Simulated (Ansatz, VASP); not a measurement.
**MoS2 in VASP and in Ansatz**

```xyz
3
Lattice="3.0249 0.0000 0.0000 -1.5125 2.6196 0.0000 0.0000 0.0000 6.9149" Properties=species:S:1:pos:R:3 pbc="T T T"
Mo    0.0000    0.0000    0.0000
S     0.0000    1.7464    1.6305
S     0.0000    1.7464    5.2844
```

Alike in both runs: task single point; functional PBE; dispersion D3(BJ); k mesh 12 × 12 × 6; occupations gaussian, width 0.05 eV; no spin polarisation.

|  | VASP | Ansatz |
| --- | --- | --- |
| version | VASP 6.6.1 | Ansatz 0.2.0 |
| potentials or method | VASP PAW PBE potentials, release 64 (Mo_sv, S), cutoff 500 eV | scalar-relativistic, plane waves, PAW |
| valence electrons in the cell | 26 | 26 |

|  | VASP | Ansatz | Ansatz less VASP |
| --- | --- | --- | --- |
| gap on the k mesh at the Fermi level (eV) | 1.30 | 1.30 | 0.000 |
| least direct gap on the mesh (eV) | 2.22 | 2.22 | -0.003 |
| pressure (GPa) | 5.4 | 5.5 | +0.13 |
| traceless stress, the component that is largest in VASP (GPa) | -9.57 | -9.51 | +0.068 |
| rms of the force components (eV/Å) | 0.153 | 0.147 | -0.0067 |

Atom by atom the forces differ by 0.007 eV/Å (rms over components).
